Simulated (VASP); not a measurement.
Write the native input for VASP 6.6.1 that does the following.

| Property | Result |
| --- | --- |
| Task | single point |
| Functional | LDA |
| Potentials or basis | VASP PAW LDA potentials, release 64 (W_sv, S) |
| Cutoff | 520 eV |
| k mesh | 10 × 10 × 2 |
| Occupations | fermi-dirac, width 0.05 eV |
| Spin | no spin polarisation |
| Dipole correction | no |
| Further INCAR settings | ALGO = Normal; EDIFF = 1e-06; NBANDS = 20 |

The structure of WS2 lies in POSCAR:

```
WS2
1.0
    3.1255080263      0.0000000000      0.0000000000
   -1.5627540132      2.7067693505      0.0000000000
    0.0000000000      0.0000000000     16.9531149121
W S
1 2
Direct
    0.0000000000      0.0000000000      0.0000000000
    0.3333333333      0.6666666667      0.0920502164
    0.3333333333      0.6666666667      0.9079497836
```

One way to write it, as run:

INCAR

```
SYSTEM = WS2
PREC = Accurate
ENCUT = 520
EDIFF = 1E-6
ISMEAR = -1
SIGMA = 0.05
LREAL = .False.
LASPH = .True.
NELM = 100
ALGO = Normal
ISIF = 2
LWAVE = .False.
LCHARG = .True.
LELF = .True.
LVHAR = .True.
NBANDS = 20
```

KPOINTS

```
Automatic mesh
0
Gamma
  10 10 2
  0 0 0
```

Potentials or basis: VASP PAW LDA potentials, release 64 (W_sv, S).

Run with:

```bash
$ cat potpaw_LDA.64/W_sv/POTCAR potpaw_LDA.64/S/POTCAR > POTCAR
$ mpirun -np 1 vasp_std > vasp.out
```

It gave:

```json
{
 "Largest force": "0.047 eV/Å",
 "Band gap on the k mesh": "2.28 eV (least direct gap 2.36 eV)"
}
```

Caveat: spin-orbit coupling is left out, which moves the levels of the heavy elements.

It took 2.3 min on 1 thread of AMD EPYC 7R13, on a shared host, peak memory 0.21 GiB.
